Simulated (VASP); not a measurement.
# Zn3Sb (I4/mmm) in VASP: single point with PBE

Aim: the single point of Zn3Sb with PBE.

All numbers are computed with VASP 6.6.1; they aren't measurements. Logs are shortened: lines on timing, memory, paths and dates and some standing lists are left out, and cuts for length are marked.

**1. The cell of the first run**

The structure is tetragonal, space group I4/mmm (No. 139). Conventional cell: a = 4.145 Å, b = 4.145 Å, c = 8.541 Å, α = 90.00°, β = 90.00°, γ = 90.00°. Zn (site symmetry -4m2) has 8 Zn at 2.93 to 2.98 Å and 4 Sb at 2.98 Å within 3.9 Å. Within 3.9 Å of Zn (site symmetry 4/mmm) lie 4 Sb at 2.93 Å and 8 Zn at 2.98 Å. Sb (site symmetry 4/mmm) has 12 Zn at 2.93 to 2.98 Å within 3.9 Å.

**2. Single point, PBE**

INCAR

```
SYSTEM = Zn3Sb
  ALGO = Normal
  EDIFF = 1E-6
  ENCUT = 500
  GGA = PE
  GGA_COMPAT = .False.
  ISIF = 2
  ISMEAR = 1
  LASPH = .True.
  LCHARG = .False.
  LREAL = .False.
  LWAVE = .False.
  NBANDS = 28
  NELM = 120
  PREC = Accurate
  SIGMA = 0.1
```

KPOINTS

```
k-points
0
Gamma
  8 8 8
  0 0 0
```

POSCAR

```
Zn3Sb
1.0
   -2.0724910000      2.0724910000      4.2706060000
    2.0724910000     -2.0724910000      4.2706060000
    2.0724910000      2.0724910000     -4.2706060000
Zn Sb
3 1
Direct
    0.7500000000      0.2500000000      0.5000000000
    0.2500000000      0.7500000000      0.5000000000
    0.5000000000      0.5000000000      0.0000000000
    0.0000000000      0.0000000000      0.0000000000
```

Potentials or basis: VASP PAW PBE potentials, release 64 (Zn, Sb).

Launch:

```sh
cat potpaw_PBE.64/Zn/POTCAR potpaw_PBE.64/Sb/POTCAR > POTCAR
mpirun -np 1 vasp_std > vasp.out
```

OUTCAR:

```text
SYSTEM = Zn3Sb
   EDIFF = 1E-6
   ENCUT = 500
   GGA = PE
   ISIF = 2
   ISMEAR = 1
   LASPH = .True.
   LREAL = .False.
   NELM = 120
   PREC = Accurate

 ion  position               nearest neighbor table
   1  0.750  0.250  0.500-   2 2.93   2 2.93   2 2.93   2 2.93   4 2.98   3 2.98   4 2.98   4 2.98
                             3 2.98   3 2.98   4 2.98   3 2.98
   2  0.250  0.750  0.500-   1 2.93   1 2.93   1 2.93   1 2.93   4 2.98   3 2.98   4 2.98   3 2.98
                             4 2.98   4 2.98   3 2.98   3 2.98
   3  0.500  0.500  0.000-   4 2.93   4 2.93   4 2.93   4 2.93   2 2.98   1 2.98   2 2.98   1 2.98
                             2 2.98   2 2.98   1 2.98   1 2.98
   4  0.000  0.000  0.000-   3 2.93   3 2.93   3 2.93   3 2.93   2 2.98   1 2.98   2 2.98   2 2.98
                             1 2.98   1 2.98   2 2.98   1 2.98

  LATTYP: Found a body centered tetragonal cell.
 ALAT       =     4.1449820000
 C/A-ratio  =     2.0606149798

  Lattice vectors:

 A1 = (  -2.0724910000,   2.0724910000,   4.2706060000)
 A2 = (   2.0724910000,  -2.0724910000,   4.2706060000)
 A3 = (   2.0724910000,   2.0724910000,  -4.2706060000)

Analysis of symmetry for initial positions (statically):
=====================================================================
 Subroutine PRICEL returns:
 Original cell was already a primitive cell.

 Routine SETGRP: Setting up the symmetry group for a
 body centered tetragonal supercell.

 Subroutine GETGRP returns: Found 16 space group operations
 (whereof 16 operations were pure point group operations)
 out of a pool of 16 trial point group operations.

The static configuration has the point symmetry D_4h.

Analysis of symmetry for dynamics (positions and initial velocities):
=====================================================================
 Subroutine PRICEL returns:
 Original cell was already a primitive cell.

 Routine SETGRP: Setting up the symmetry group for a
 body centered tetragonal supercell.

 Subroutine GETGRP returns: Found 16 space group operations
 (whereof 16 operations were pure point group operations)
 out of a pool of 16 trial point group operations.

The dynamic configuration has the point symmetry D_4h.

 Subroutine INISYM returns: Found 16 space group operations
 (whereof 16 operations are pure point group operations),
 and found     1 'primitive' translations

----------------------------------------------------------------------------------------

                                     Primitive cell

  volume of cell :      73.3728

  direct lattice vectors                    reciprocal lattice vectors
    -2.072491000  2.072491000  4.270606000     0.000000000  0.241255571  0.117079403
     2.072491000 -2.072491000  4.270606000     0.241255571  0.000000000  0.117079403
     2.072491000  2.072491000 -4.270606000     0.241255571  0.241255571  0.000000000

  length of vectors
     5.179624841  5.179624841  5.179624841     0.268163825  0.268163825  0.341186901

  position of ions in fractional coordinates (direct lattice)
     0.750000000  0.250000000  0.500000000
     0.250000000  0.750000000  0.500000000
     0.500000000  0.500000000  0.000000000
     0.000000000  0.000000000  0.000000000

  ion indices of the primitive-cell ions
   primitive index   ion index
                 1           1
                 2           2
                 3           3
                 4           4

----------------------------------------------------------------------------------------

 KPOINTS: k-points

Automatic generation of k-mesh.
 Grid dimensions read from file:
 generate k-points for:    8    8    8

 Generating k-lattice:

  Cartesian coordinates                     Fractional coordinates (reciprocal lattice)
     0.000000000  0.030156946  0.014634925     0.125000000  0.000000000  0.000000000
     0.030156946  0.000000000  0.014634925     0.000000000  0.125000000  0.000000000
     0.030156946  0.030156946  0.000000000     0.000000000  0.000000000  0.125000000

  Length of vectors
     0.033520478  0.033520478  0.042648363

  Shift w.r.t. Gamma in fractional coordinates (k-lattice)
     0.000000000  0.000000000  0.000000000

 Subroutine IBZKPT returns following result:
 ===========================================

 Found     59 irreducible k-points:

 Following reciprocal coordinates:
            Coordinates               Weight
  0.000000  0.000000  0.000000      1.000000
  0.125000  0.000000  0.000000      8.000000
  0.250000  0.000000  0.000000      8.000000
  0.375000  0.000000  0.000000      8.000000
  0.500000  0.000000  0.000000      4.000000
  0.125000  0.125000  0.000000      8.000000
[... 16 lines left out ...]
  0.250000  0.125000  0.125000     16.000000
  0.375000  0.125000  0.125000      8.000000
 [... further k-points ...]
   k-points           NKPTS =     59   k-points in BZ     NKDIM =     59   number of bands    NBANDS=     28
   number of dos      NEDOS =    301   number of ions     NIONS =      4
   total plane-waves  NPLWV =  64000
   dimension x,y,z NGX =    40 NGY =   40 NGZ =   40
   dimension x,y,z NGXF=    80 NGYF=   80 NGZF=   80
   ions per type =               3   1
   NGX,Y,Z   is equivalent  to a cutoff of  12.84, 12.84, 12.84 a.u.
   NGXF,Y,Z  is equivalent  to a cutoff of  25.68, 25.68, 25.68 a.u.
 SYSTEM =  Zn3Sb
   PREC   = accura    normal or accurate (medium, high low for compatibility)
   ISTART =      0    job   : 0-new  1-cont  2-samecut
   ICHARG =      2    charge: 1-file 2-atom 10-const
   ISPIN  =      1    spin polarized calculation?
   LNONCOLLINEAR =      F non collinear calculations
   LSORBIT =      F    spin-orbit coupling
   LASPH  =      T    aspherical Exc in radial PAW
   ENCUT  =  500.0 eV  36.75 Ry    6.06 a.u.   9.44  9.44  9.44*2*pi/ulx,y,z
   NELM   =    120;   NELMIN=  2; NELMDL= -5     # of ELM steps
   EDIFF  = 0.1E-05   stopping-criterion for ELM
   LREAL  =      F    real-space projection
   EDIFFG = 0.1E-04   stopping-criterion for IOM
   NSW    =      0    number of steps for IOM
   IBRION =     -1    ionic relax: 0-MD 1-quasi-New 2-CG
   NFREE  =      0    steps in history (QN), initial steepest desc. (CG)
   ISIF   =      2    stress and relaxation
   ISYM   =      2    0-nonsym 1-usesym 2-fastsym
   POTIM  = 0.5000    time-step for ionic-motion
   TEBEG  =    0.0;   TEEND  =   0.0 temperature during run
   PSTRESS=    0.0 pullay stress
   NELECT =      41.0000    total number of electrons
   NUPDOWN=      -1.0000    fix difference up-down
   EMIN   =  10.00;   EMAX   =-10.00  energy-range for DOS
   EFERMI =   0.00;   METHOD = LEGACY
   ISMEAR =     1;   SIGMA  =   0.10  broadening in eV -4-tet -1-fermi 0-gaus
   EFERMI_NEDOS =   21; number of points for ismear=-14 and -15
   IALGO  =     38    algorithm
   IMIX   =      4    mixing-type and parameters
     AMIX     =   0.40;   BMIX     =  1.00
     AMIX_MAG =   1.60;   BMIX_MAG =  1.00
  volume/ion in A,a.u.               =      18.34       123.79
  Fermi-wavevector in a.u.,A,eV,Ry     =   1.348418  2.548140 24.738533  1.818231
  Thomas-Fermi vector in A             =   2.476088
   LORBIT       =      0    0 simple, 1 ext, 2 COOP (PROOUT), +10 PAW based schemes
   GGA     = PE    functional components
   LHFCALC =     F    Hartree Fock is set to
   AEXX    =    0.0000 exact exchange contribution
   IVDW    =     0    specifies the selected vdW correction
   LEPSILON=     F    determine dielectric tensor
   LRPA    =     F    only Hartree local field effects (RPA)
 non-spin polarized calculation
 Methfessel and Paxton  Order N= 1 SIGMA  =   0.10
  energy-cutoff  :      500.00
  volume of cell :       73.37
 maximum number of plane-waves:      1892
 NGX is ok and might be reduce to    40
   NGX = 19   NGY = 19   NGZ = 19

 number of electron      41.0000001 magnetization

 Free energy of the ion-electron system (eV)
  ---------------------------------------------------
  ext. energy  EPLUGINS =         0.00000000
  ---------------------------------------------------
  free energy    TOTEN  =        -6.80219432 eV

  energy without entropy =       -6.80147961  energy(sigma->0) =       -6.80195608

 E-fermi :   5.1993     XC(G=0): -11.0051

 val. band max:        5.0932873587   @ k =  -0.2500   0.2500   0.0000
 cond. band min:       5.1997246495   @ k =   0.2500   0.1250   0.1250
 fundamental gap:      0.1064372907
 Fermi energy:         5.1993136034

 k-point     1 :       0.0000    0.0000    0.0000
  band No.  band energies     occupation
      1      -6.8278      2.00000
      2      -2.7173      2.00000
      3      -2.6408      2.00000
      4      -2.6383      2.00000
      5      -2.4929      2.00000
      6      -2.4929      2.00000
[... 20 lines left out ...]
     27      11.1552      0.00000
     28      11.1552      0.00000

 k-point     2 :       0.1250    0.0000    0.0000
  band No.  band energies     occupation
      1      -6.6823      2.00000
      2      -2.7118      2.00000
      3      -2.6351      2.00000
      4      -2.5956      2.00000
      5      -2.5280      2.00000
      6      -2.5054      2.00000
[... 20 lines left out ...]
     27      10.2412      0.00000
     28      10.4936      0.00000

 k-point     3 :       0.2500    0.0000    0.0000
  band No.  band energies     occupation
      1      -6.2696      2.00000
      2      -2.6740      2.00000
      3      -2.6218      2.00000
      4      -2.5925      2.00000
      5      -2.5143      2.00000
      6      -2.5067      2.00000
[... 20 lines left out ...]
     27      10.2082      0.00000
     28      11.9146      0.00000

 k-point     4 :       0.3750    0.0000    0.0000
  band No.  band energies     occupation
      1      -5.7017      2.00000
      2      -2.7847      2.00000
      3      -2.6112      2.00000
      4      -2.5839      2.00000
      5      -2.5429      2.00000
      6      -2.5021      2.00000
[... 578 lines left out ...]
     27      12.1638      0.00000
     28      12.5790      0.00000

 k-point    23 :       0.2500    0.1250    0.1250
  band No.  band energies     occupation
      1      -5.3820      2.00000
      2      -2.8155      2.00000
      3      -2.5646      2.00000
      4      -2.5438      2.00000
      5      -2.4891      2.00000
      6      -2.4020      2.00000
[... 20 lines left out ...]
     27      12.6442      0.00000
     28      13.1718      0.00000

 k-point    24 :       0.3750    0.1250    0.1250
  band No.  band energies     occupation
      1      -5.1318      2.00000
      2      -2.7491      2.00000
      3      -2.5975      2.00000
      4      -2.5709      2.00000
      5      -2.4816      2.00000
      6      -2.4274      2.00000
[... 20 lines left out ...]
     27      11.8448      0.00000
     28      14.0584      0.00000

 [... further k-points ...]

------------------------ aborting loop because EDIFF is reached ----------------------------------------

  FORCE on cell =-STRESS in cart. coord.  units (eV):
  Direction    XX          YY          ZZ          XY          YZ          ZX
  --------------------------------------------------------------------------------------
  -------------------------------------------------------------------------------------
  Total        1.1267323      1.1267323      1.6716441      0.0000000     -0.0000000      0.0000000
  in kB       24.6034788     24.6034788     36.5022460      0.0000000     -0.0000000      0.0000000
  external PRESSURE =      28.5697345 kB  Pullay stress =       0.0000000 kB

 VOLUME and BASIS-vectors are now :
 -----------------------------------------------------------------------------
  energy-cutoff  :      500.00
  volume of cell :       73.37
      direct lattice vectors                 reciprocal lattice vectors
    -2.072491000  2.072491000  4.270606000     0.000000000  0.241255571  0.117079403
     2.072491000 -2.072491000  4.270606000     0.241255571  0.000000000  0.117079403
     2.072491000  2.072491000 -4.270606000     0.241255571  0.241255571  0.000000000

 POSITION                                       TOTAL-FORCE (eV/Angst)
 -----------------------------------------------------------------------------------
     -0.00000      2.07249      2.13530         0.000000     -0.000000     -0.000000
      2.07249     -0.00000      2.13530        -0.000000      0.000000      0.000000
      0.00000      0.00000      4.27061        -0.000000      0.000000     -0.000000
      0.00000      0.00000      0.00000        -0.000000      0.000000     -0.000000
 -----------------------------------------------------------------------------------
    total drift:                               -0.000000     -0.000000      0.000000

  FREE ENERGIE OF THE ION-ELECTRON SYSTEM (eV)
  ---------------------------------------------------
  free  energy   TOTEN  =        -6.8021943184 eV

  energy  without entropy=       -6.8014796084  energy(sigma->0) =       -6.80195608
```

Run time: 3.5 min. Hardware: 1 thread of Intel Xeon 8259CL, shared host; peak memory 0.29 GiB.

What came out:

```
Free energy            : -6.8022 eV
Pressure               : 2.9 GPa
Band gap on the k mesh : zero (an odd number of electrons rules out a gap without spin polarisation)
```

Caveat: spin-orbit coupling is left out, which moves the levels of the heavy elements.

The gap in the log of VASP goes by the Fermi energy; the results here count the filled bands.